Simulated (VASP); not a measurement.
Set up this calculation in VASP 6.6.1, as the native input.

```
Task                   : single point
Functional             : r2SCAN
Dispersion             : rVV10
Potentials or basis    : VASP PAW PBE potentials, release 64 (Al, N)
Cutoff                 : 660 eV
k mesh                 : 12 × 12 × 6
Occupations            : fermi-dirac, width 0.03 eV
Spin                   : no spin polarisation
Dipole correction      : no
Further INCAR settings : ALGO = Normal; EDIFF = 1e-06; NBANDS = 16
```

AlN:

```
Al N
1.0
     3.10326    0.00000    0.00000
    -1.55163    2.68750    0.00000
     0.00000    0.00000    4.97217
Al N
2 2
Direct
  0.33333 0.66667 0.99667
  0.66667 0.33333 0.49667
  0.33333 0.66667 0.37833
  0.66667 0.33333 0.87833
```

These files were run (other wordings do the same):

POSCAR

```
AlN
1.0
    3.1032626597      0.0000000000      0.0000000000
   -1.5516313298      2.6875042979      0.0000000000
    0.0000000000      0.0000000000      4.9721677909
Al N
2 2
Direct
    0.3333333333      0.6666666667     -0.0033268659
    0.6666666667      0.3333333333      0.4966731341
    0.3333333333      0.6666666667      0.3783268659
    0.6666666667      0.3333333333      0.8783268659
```

INCAR.step1

```
ALGO = Normal
EDIFF = 1E-5
ENCUT = 660
GGA = PE
GGA_COMPAT = F
ISMEAR = -1
LASPH = T
LCHARG = F
LREAL = F
LWAVE = T
NBANDS = 16
NELM = 120
PREC = Accurate
SIGMA = 0.03
```

INCAR.step2

```
ALGO = Normal
BPARAM = 11.95
CPARAM = 0.0093
EDIFF = 1E-6
ENCUT = 660
GGA_COMPAT = F
ISIF = 2
ISMEAR = -1
ISTART = 1
IVDW_NL = 2
LASPH = T
LCHARG = F
LMIXTAU = T
LREAL = F
LUSE_VDW = T
LWAVE = F
METAGGA = R2SCAN
NBANDS = 16
NELM = 120
PREC = Accurate
SIGMA = 0.03
```

KPOINTS

```
k-points
0
Gamma
  12 12 6
```

Potentials or basis: VASP PAW PBE potentials, release 64 (Al, N).

Command:

```bash
$ cat potpaw_PBE.64/Al/POTCAR potpaw_PBE.64/N/POTCAR > POTCAR
$ cp INCAR.step1 INCAR
$ mpirun -np 1 vasp_std > vasp.out
$ cp INCAR.step2 INCAR
$ mpirun -np 1 vasp_std > vasp.out
```

It gave:

* Pressure: -0.3 GPa
* Band gap on the k mesh: 4.91 eV

Caveat: the PAW data sets were made with another functional, which shifts forces and pressure a little.

Run time: 3.5 min on 1 thread of Oxide Virtual Turin-like Processor, on a shared host, peak memory 0.32 GiB.
